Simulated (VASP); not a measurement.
Set up this calculation in VASP 6.6.1, as the native input.

* Task: electric field gradients
* Functional: PBE
* Potentials or basis: VASP PAW PBE potentials, release 64 (Hf_pv)
* Cutoff: 520 eV
* k mesh: 13 × 13 × 7
* Occupations: fermi-dirac, width 0.05 eV
* Spin: no spin polarisation
* Dipole correction: no
* Further INCAR settings: ALGO = Normal; EDIFF = 1e-08; NBANDS = 17

The structure of Hf lies in POSCAR:

```
Hf
1.0
    3.2283510632      0.0000000000      0.0000000000
   -1.6141755316      2.7958340330      0.0000000000
    0.0000000000      0.0000000000      5.1078804847
Hf
2
Direct
    0.3333333333      0.6666666667      0.2500000000
    0.6666666667      0.3333333333      0.7500000000
```

This cell differs from its parent crystal: volume scaled by 1.03.

These files were run (other wordings do the same):

INCAR

```
SYSTEM = Hf
  PREC = Accurate
  ENCUT = 520
  EDIFF = 1E-8
  ISMEAR = -1
  SIGMA = 0.05
  LREAL = .False.
  LASPH = .True.
  NELM = 60
  ALGO = Normal
  ISIF = 2
  LWAVE = .False.
  LCHARG = .False.
  GGA = PE
  LEFG = .True.
  NBANDS = 17
```

KPOINTS

```
regular mesh
0
Gamma
  13 13 7
  0 0 0
```

Potentials or basis: VASP PAW PBE potentials, release 64 (Hf_pv).

Command:

```bash
$ cat potpaw_PBE.64/Hf_pv/POTCAR > POTCAR
$ mpirun -np 1 vasp_std > vasp.out
```

Results of the run:

- Pressure: -2.7 GPa
- Band gap on the k mesh: zero (band 10 reaches 5.88 eV, above the bottom of band 11 at 4.31 eV)

Caveat: without QUAD_EFG the Cq values of the log hold for a quadrupole moment of 1 mb, not for the nuclei; spin-orbit coupling is left out, which moves the levels of the heavy elements.

Run time: 19 s on 1 thread of Intel(R) Xeon(R) 6975P-C (Granite Rapids) (shared host), peak memory 0.19 GiB.
